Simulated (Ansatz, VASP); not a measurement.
**One calculation of LiH, two programs**

```
CELL_PARAMETERS angstrom
2.82024 0.00000 0.00000
0.00000 2.82024 0.00000
0.00000 0.00000 17.00000
ATOMIC_POSITIONS crystal
Li 0.50000 0.00000 0.47255
Li 0.00000 0.50000 0.52745
H 0.50000 0.00000 0.57849
H 0.00000 0.50000 0.42151
```

Alike in both runs: task single point; functional PBE; k mesh 6 × 6 × 1; occupations gaussian, width 0.1 eV; no spin polarisation.

|  | VASP | Ansatz |
| --- | --- | --- |
| version | VASP 6.6.1 | Ansatz 0.2.0 |
| potentials or method | VASP PAW PBE potentials, release 64 (Li_sv, H), cutoff 650 eV | scalar-relativistic, plane waves, PAW |
| valence electrons in the cell | 8 | 8 |

```csv
,VASP,Ansatz,Ansatz less VASP
gap on the k mesh at the Fermi level (eV),1.98,1.98,+0.006
least direct gap on the mesh (eV),1.98,1.98,+0.006
rms of the force components (eV/Å),1.173,1.171,-0.0025
```

Atom by atom the forces differ by 0.004 eV/Å (rms over components). With one functional, cell and mesh, what is left measures potentials, basis and numerics. Ansatz's warnings: slab cell height set.
